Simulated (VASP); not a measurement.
# Rh (Fd-3m) in VASP: further runs, part 2 of 2

VASP 6.6.1. Earlier steps stand in the parts before.

## (5) Single point, PBE (volume scaled by 0.43)

INCAR

```
PREC     = Accurate       # precision mode
ENCUT    = 500            # plane-wave cutoff, eV
EDIFF    = 1E-6           # SCF threshold, eV
ISMEAR   = -1             # smearing method
SIGMA    = 0.05           # smearing width, eV
LREAL    = F              # projectors in reciprocal space
LASPH    = T              # aspherical terms in the spheres
NELM     = 120            # most SCF steps
ALGO     = Normal         # electronic algorithm
ISIF     = 2              # what is computed and relaxed
LWAVE    = F              # write WAVECAR
LCHARG   = F              # write CHGCAR
GGA      = PE             # functional
NBANDS   = 22             # bands
GGA_COMPAT= F
```

KPOINTS

```
regular mesh
0
Gamma
  13 13 13
```

POSCAR

```
Rh
1.0
    0.0000000000      2.0803696383      2.0803696383
    2.0803696383      0.0000000000      2.0803696383
    2.0803696383      2.0803696383      0.0000000000
Rh
2
Direct
   -0.1250000000     -0.1250000000     -0.1250000000
    0.1250000000      0.1250000000      0.1250000000
```

Potentials or basis: VASP PAW PBE potentials, release 64 (Rh_pv).

Started as:

```bash
cat potpaw_PBE.64/Rh_pv/POTCAR > POTCAR
mpirun -np 1 vasp_std > vasp.out
```

OUTCAR:

```text
PREC = Accurate
   ENCUT = 500
   EDIFF = 1E-6
   ISMEAR = -1
   LREAL = F
   LASPH = T
   NELM = 120
   ISIF = 2
   GGA = PE

 ion  position               nearest neighbor table
   1  0.875  0.875  0.875-   2 1.80   2 1.80   2 1.80   2 1.80
   2  0.125  0.125  0.125-   1 1.80   1 1.80   1 1.80   1 1.80

  LATTYP: Found a face centered cubic cell.
 ALAT       =     4.1607392766

  Lattice vectors:

 A1 = (   0.0000000000,   2.0803696383,   2.0803696383)
 A2 = (   2.0803696383,   0.0000000000,   2.0803696383)
 A3 = (   2.0803696383,   2.0803696383,   0.0000000000)

Analysis of symmetry for initial positions (statically):
=====================================================================
 Subroutine PRICEL returns:
 Original cell was already a primitive cell.

 Routine SETGRP: Setting up the symmetry group for a
 face centered cubic supercell.

 Subroutine GETGRP returns: Found 48 space group operations
 (whereof 12 operations were pure point group operations)
 out of a pool of 48 trial point group operations.

The static configuration has the point symmetry D_3d.
 The point group associated with its full space group is O_h .

Analysis of symmetry for dynamics (positions and initial velocities):
=====================================================================
 Subroutine PRICEL returns:
 Original cell was already a primitive cell.

 Routine SETGRP: Setting up the symmetry group for a
 face centered cubic supercell.

 Subroutine GETGRP returns: Found 48 space group operations
 (whereof 12 operations were pure point group operations)
 out of a pool of 48 trial point group operations.

The dynamic configuration has the point symmetry D_3d.
[... 105 lines left out ...]
   NFREE  =      0    steps in history (QN), initial steepest desc. (CG)
   ISIF   =      2    stress and relaxation
   ISYM   =      2    0-nonsym 1-usesym 2-fastsym
   POTIM  = 0.5000    time-step for ionic-motion
   TEBEG  =    0.0;   TEEND  =   0.0 temperature during run
   PSTRESS=    0.0 pullay stress
   NELECT =      30.0000    total number of electrons
   NUPDOWN=      -1.0000    fix difference up-down
   EMIN   =  10.00;   EMAX   =-10.00  energy-range for DOS
   EFERMI =   0.00;   METHOD = LEGACY
   ISMEAR =    -1;   SIGMA  =   0.05  broadening in eV -4-tet -1-fermi 0-gaus
   EFERMI_NEDOS =   21; number of points for ismear=-14 and -15
   IALGO  =     38    algorithm
   IMIX   =      4    mixing-type and parameters
     AMIX     =   0.40;   BMIX     =  1.00
     AMIX_MAG =   1.60;   BMIX_MAG =  1.00
  volume/ion in A,a.u.               =       9.00        60.76
  Fermi-wavevector in a.u.,A,eV,Ry     =   1.940728  3.667445 51.245342  3.766426
  Thomas-Fermi vector in A             =   2.970546
   LORBIT       =      0    0 simple, 1 ext, 2 COOP (PROOUT), +10 PAW based schemes
   GGA     = PE    functional components
   LHFCALC =     F    Hartree Fock is set to
   AEXX    =    0.0000 exact exchange contribution
   IVDW    =     0    specifies the selected vdW correction
   LEPSILON=     F    determine dielectric tensor
   LRPA    =     F    only Hartree local field effects (RPA)
 non-spin polarized calculation
  energy-cutoff  :      500.00
  volume of cell :       18.01
 maximum number of plane-waves:       471
 NGX is ok and might be reduce to    24
   NGX = 11   NGY = 11   NGZ = 11

 number of electron      30.0000007 magnetization

 Free energy of the ion-electron system (eV)
  ---------------------------------------------------
  ext. energy  EPLUGINS =         0.00000000
  ---------------------------------------------------
  free energy    TOTEN  =        15.27244162 eV

  energy without entropy =       15.28247243  energy(sigma->0) =       15.27745703

 E-fermi :  22.6983     XC(G=0): -16.4966

 val. band max:       22.6943592565   @ k =   0.4615   0.3846   0.0769
 cond. band min:      22.7585945838   @ k =  -0.4615   0.3077   0.0769
 fundamental gap:      0.0642353274
 Fermi energy:        22.6982691648

 k-point     1 :       0.0000    0.0000    0.0000
  band No.  band energies     occupation
      1     -30.7733      2.00000
      2     -30.7733      2.00000
      3     -30.7733      2.00000
      4     -25.9624      2.00000
      5     -25.9624      2.00000
      6     -25.9624      2.00000
[... 589 lines left out ...]
     21      39.8072      0.00000
     22      40.7775      0.00000

 [... further k-points ...]
[... 5 lines left out ...]
  --------------------------------------------------------------------------------------
  -------------------------------------------------------------------------------------
  Total       86.4255873     86.4255873     86.4255873     -0.0000000     -0.0000000     -0.0000000
  in kB     7689.5585059   7689.5585059   7689.5585059     -0.0000000     -0.0000000     -0.0000000
  external PRESSURE =    7689.5585059 kB  Pullay stress =       0.0000000 kB

 VOLUME and BASIS-vectors are now :
 -----------------------------------------------------------------------------
  energy-cutoff  :      500.00
  volume of cell :       18.01
      direct lattice vectors                 reciprocal lattice vectors
     0.000000000  2.080369638  2.080369638    -0.240341904  0.240341904  0.240341904
     2.080369638  0.000000000  2.080369638     0.240341904 -0.240341904  0.240341904
     2.080369638  2.080369638  0.000000000     0.240341904  0.240341904 -0.240341904

 POSITION                                       TOTAL-FORCE (eV/Angst)
 -----------------------------------------------------------------------------------
      3.64065      3.64065      3.64065        -0.000000     -0.000000     -0.000000
      0.52009      0.52009      0.52009         0.000000      0.000000      0.000000
 -----------------------------------------------------------------------------------
    total drift:                                0.000000      0.000000      0.000000

  FREE ENERGIE OF THE ION-ELECTRON SYSTEM (eV)
  ---------------------------------------------------
  free  energy   TOTEN  =        15.2724416203 eV

  energy  without entropy=       15.2824724329  energy(sigma->0) =       15.27745703
```

stdout:

```text
POSCAR found type information on POSCAR Rh
 POSCAR found :  1 types and       2 ions
 scaLAPACK will be used
 LDA part: xc-table for (Slater+PW92), standard interpolation
 POSCAR, INCAR and KPOINTS ok, starting setup
 FFT: planning ... GRIDC
 FFT: planning ... GRID_SOFT
 FFT: planning ... GRID
 WAVECAR not read
 entering main loop
```

Wall time 23 s (1 thread of AMD EPYC 9R45 (Zen 5), shared host); peak memory 0.12 GiB.

The run converged, but its numbers aren't listed here, since they failed a check.

## (6) Single point, PBE (volume scaled by 0.43)

INCAR

```
SYSTEM = Rh
  PREC = Accurate
  ENCUT = 500
  EDIFF = 1E-6
  ISMEAR = -1
  SIGMA = 0.05
  LREAL = .False.
  LASPH = .True.
  NELM = 120
  ALGO = Normal
  ISIF = 2
  LWAVE = .False.
  LCHARG = .True.
  GGA = PE
  LELF = .True.
  LVHAR = .True.
  NBANDS = 22
  GGA_COMPAT = .False.
```

KPOINTS

```
regular mesh
0
Gamma
  13 13 13
  0 0 0
```

POSCAR is that of step 5.

Potentials or basis: VASP PAW PBE potentials, release 64 (Rh_pv).

Started as:

```bash
cat potpaw_PBE.64/Rh_pv/POTCAR > POTCAR
mpirun -np 1 vasp_std > vasp.out
```

It took 24 s on 1 thread of AMD EPYC 9R45 (Zen 5), shared host; peak memory 0.12 GiB.

The run converged, but its numbers aren't listed here, since they failed a check.
